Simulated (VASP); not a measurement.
Wanted: the native input for a VASP 6.6.1 run.

```yaml
Task: density of states
Functional: PBEsol
Potentials_or_basis: VASP PAW PBE potentials, release 64 (Ti_sv, Co)
Cutoff: 520 eV
k_mesh: 10 × 10 × 10
Occupations: fermi-dirac, width 0.05 eV
Spin: collinear spin, ferrimagnetic start
Starting_moments: "[-0.3, 1.0, 1.0, 1.0] μB"
Dipole_correction: no
k_mesh_for_the_DOS: 15 × 15 × 15
Occupations_for_the_DOS: tetrahedron
Further_INCAR_settings: ALGO = Normal; EDIFF = 1e-07; NBANDS = 32
```

TiCo3:

```
CELL_PARAMETERS angstrom
3.57100 0.00000 0.00000
0.00000 3.57100 0.00000
0.00000 0.00000 3.57100
ATOMIC_POSITIONS crystal
Ti 0.00000 0.00000 0.00000
Co 0.00000 0.50000 0.50000
Co 0.50000 0.00000 0.50000
Co 0.50000 0.50000 0.00000
```

These files were run (other wordings do the same):

POSCAR

```
TiCo3
1.0
    3.5710000000      0.0000000000      0.0000000000
    0.0000000000      3.5710000000      0.0000000000
    0.0000000000      0.0000000000      3.5710000000
Ti Co
1 3
Direct
    0.0000000000      0.0000000000      0.0000000000
    0.0000000000      0.5000000000      0.5000000000
    0.5000000000      0.0000000000      0.5000000000
    0.5000000000      0.5000000000      0.0000000000
```

INCAR.step1

```
  PREC = Accurate
  ENCUT = 520
  EDIFF = 1E-7
  ISMEAR = -1
  SIGMA = 0.05
  LREAL = F
  LASPH = T
  NELM = 150
  ALGO = Normal
  ISIF = 2
  LWAVE = F
  LCHARG = T
  ISPIN = 2
  MAGMOM = -0.3 1 1 1
  LMAXMIX = 4
  GGA = PS
  NBANDS = 32
```

KPOINTS.step1

```
Automatic mesh
0
Gamma
  10 10 10
```

INCAR.step2

```
  PREC = Accurate
  ENCUT = 520
  EDIFF = 1E-7
  ISMEAR = -5
  SIGMA = 0.05
  LREAL = F
  LASPH = T
  NELM = 150
  ALGO = Normal
  ISIF = 2
  LWAVE = F
  LCHARG = F
  ISPIN = 2
  MAGMOM = -0.3 1 1 1
  LORBIT = 11
  LMAXMIX = 4
  GGA = PS
  NBANDS = 32
  NEDOS = 1001
  ICHARG = 11
```

KPOINTS.step2

```
Automatic mesh
0
Gamma
  15 15 15
```

Potentials or basis: VASP PAW PBE potentials, release 64 (Ti_sv, Co).

The run is started by

```sh
$ cat potpaw_PBE.64/Ti_sv/POTCAR potpaw_PBE.64/Co/POTCAR > POTCAR
$ cp INCAR.step1 INCAR
$ cp KPOINTS.step1 KPOINTS
$ mpirun -np 1 vasp_std > vasp.out
$ cp INCAR.step2 INCAR
$ cp KPOINTS.step2 KPOINTS
$ mpirun -np 1 vasp_std > vasp.out
```

Results of the run:

```
Net moment                                            : 1.12 μB per cell
Site moments                                          : Ti -0.15; Co +0.42 μB
Valence electrons inside the program's atomic spheres : Ti 10.43; Co 8.36
```

Run time: 3.1 min on 1 thread of Intel(R) Xeon(R) 6975P-C (Granite Rapids) (shared host), peak memory 0.35 GiB.
